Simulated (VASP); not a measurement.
Runs of VASP 6.6.1 on Fe. It takes space group Im-3m (No. 229, cubic). Conventional cell: a = 2.886 Å, b = 2.886 Å, c = 2.886 Å, α = 90.00°, β = 90.00°, γ = 90.00°. Within 3.3 Å of Fe (site symmetry m-3m) lie 14 Fe at 2.50 to 2.89 Å. 

```tsv
fixed moment (μB)	pressure (GPa)	moment (μB)
0.67	-24.3	0.67
3.63	(a)	3.63
1.34	-23.9	1.34
1.88	-19.7	1.88
2.28	(b)	2.28
```

Alike in all rows: task single point; level r2SCAN; potentials or basis VASP PAW PBE potentials, release 64 (Fe); spin collinear, ferromagnetic start; cell as given; k mesh 14 × 14 × 14; cutoff (eV) 520; smearing fermi-dirac 0.05 eV.

Problem. Fill in the values left out.

Solution. (a) 27.6; (b) -13.4.

Caveats: the PAW data sets were made with another functional, which shifts forces and pressure a little; the total moment is fixed, so each spin has its own Fermi level.
